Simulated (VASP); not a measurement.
Cu:

```
CELL_PARAMETERS angstrom
2.55619 0.00000 0.00000
1.27810 2.21373 0.00000
1.27810 0.73791 2.08712
ATOMIC_POSITIONS crystal
Cu 0.00000 0.00000 0.00000
```

* Program: VASP 6.6.1
* Task: relaxation of volume and atoms at fixed shape
* Functional: r2SCAN
* Dispersion: D3(BJ)
* Potentials or basis: VASP PAW PBE potentials, release 64 (Cu)
* Cutoff: 600 eV
* k mesh: 8 × 8 × 8
* Occupations: fermi-dirac, width 0.1 eV
* Spin: no spin polarisation

At the start: pressure -7.3 GPa; volume 11.81 Å³/atom.

Q: Where does the relaxation end?

A: Over 3 steps the energy falls by 13.1 meV/atom and the volume is 11.26 Å³/atom (-4.7 %); space group Fm-3m (No. 225, to 0.1 Å) before and after.

Step by step:
```
step  energy change (eV)  largest force (eV/Å)  pressure (GPa)  volume (Å³)
   1              0.0000                0.0000           -7.30        11.81
   2             -0.0073                0.0000            5.49        10.91
   3             -0.0131                0.0000           -0.01        11.26
```

Final structure:
```cif
data_structure
_symmetry_space_group_name_H-M 'P 1'
_symmetry_Int_Tables_number 1
_cell_length_a 2.5159
_cell_length_b 2.5159
_cell_length_c 2.5159
_cell_angle_alpha 60.000
_cell_angle_beta 60.000
_cell_angle_gamma 60.000
_cell_volume 11.26
loop_
_atom_site_label
_atom_site_type_symbol
_atom_site_fract_x
_atom_site_fract_y
_atom_site_fract_z
_atom_site_occupancy
Cu1 Cu 0.00000 0.00000 0.00000 1
```

Caveat: the k points lie up to 0.38 Å⁻¹ apart in the final cell, too coarse for converged energies and pressures of a metal; the PAW data sets were made with another functional, which shifts forces and pressure a little.
